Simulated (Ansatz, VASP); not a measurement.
This is a calculation of Hf for Ansatz 0.2.0.

The input input.yaml:

```yaml
crystal:
  lattice:
    - [3.1967, 0.0, 0.0]
    - [-1.59835, 2.7684234083, 0.0]
    - [0.0, 0.0, 5.0578]
  atoms:
    - { symbol: Hf, position: [0.6666666667, 0.3333333333, 0.75] }
    - { symbol: Hf, position: [0.3333333333, 0.6666666667, 0.25] }
kpoints:
  mp_grid: { grid: [10, 10, 5] }
scf:
  occupations: { method: fermi_dirac, width: 0.05 }
hamiltonian:
  xc: rpbe
  pseudopotentials: { kind: all_electron, lapw: { basis_error: 0.001 } }
output:
  forces: true
  stress: true
relax:
  f_tol: 0.01
  max_steps: 60
  cell: {}
```

Potentials or basis: all-electron LAPW, scalar-relativistic.

The run is started by

```console
$ ansatz run input.yaml --threads 1 --pin off --max-ram 3072MiB --backend cpu --events-out ev --progress --plain --runs-dir out
```

Problem. Set up the same calculation for VASP 6.6.1. Potentials there: VASP PAW PBE potentials, release 64 (Hf_pv).

Solution. As run (the cutoff follows the program's own potentials):

The input INCAR:

```
  ALGO = Normal
  EDIFF = 1E-6
  EDIFFG = -0.01
  ENCUT = 600
  GGA = RP
  IBRION = 2
  ISIF = 3
  ISMEAR = -1
  LASPH = True
  LCHARG = False
  LREAL = False
  LWAVE = False
  NELM = 80
  NSW = 80
  PREC = Accurate
  SIGMA = 0.05
```

Contents of KPOINTS:

```
k-points
0
Gamma
  10 10 5
```

File POSCAR:

```
Hf
1.0
    3.1967000000      0.0000000000      0.0000000000
   -1.5983500000      2.7684234083      0.0000000000
    0.0000000000      0.0000000000      5.0578000000
Hf
2
Direct
    0.6666666667      0.3333333333      0.7500000000
    0.3333333333      0.6666666667      0.2500000000
```

Potentials or basis: VASP PAW PBE potentials, release 64 (Hf_pv).

The run is started by

```sh
$ cat potpaw_PBE.64/Hf_pv/POTCAR > POTCAR
$ mpirun -np 1 vasp_std > vasp.out
```

Both were run:

|  | VASP | Ansatz | Ansatz less VASP |
| --- | --- | --- | --- |
| relaxed volume (Å³/atom) | 23.00 | 23.12 | +0.121 |
| relaxed cell length with the largest relative difference (Å) | 5.092 | 5.101 | +0.0094 |

VASP's potentials were made for PBE, not for RPBE. Ansatz ran all-electron here, and VASP with PAW potentials.

Spin-orbit coupling is off throughout.
